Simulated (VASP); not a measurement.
A run of VASP 6.6.1 is set up as follows.

Contents of INCAR:

```
  PREC = Accurate
  ENCUT = 520
  EDIFF = 1E-7
  ISMEAR = -1
  SIGMA = 0.05
  LREAL = F
  LASPH = T
  NELM = 100
  ALGO = Normal
  ISIF = 2
  LWAVE = F
  LCHARG = T
  GGA = CA
  LELF = T
  LVHAR = T
  NBANDS = 12
```

File KPOINTS:

```
regular mesh
0
Gamma
  11 11 11
```

File POSCAR:

```
Ti
1.0
    0.0000000000      2.0567135898      2.0567135898
    2.0567135898      0.0000000000      2.0567135898
    2.0567135898      2.0567135898      0.0000000000
Ti
1
Direct
    0.0000000000      0.0000000000      0.0000000000
```

Potentials or basis: VASP PAW LDA potentials, release 64 (Ti_sv).

The run is started by

```console
$ cat potpaw_LDA.64/Ti_sv/POTCAR > POTCAR
$ mpirun -np 1 vasp_std > vasp.out
```

(1) Estimate the pressure.

(2) Estimate the band gap on the k mesh.

## Answers

(1) -9.0 GPa.

(2) zero (bands 6 and 7 overlap by 1.12 eV).

Caveat: the cell stands under tension.
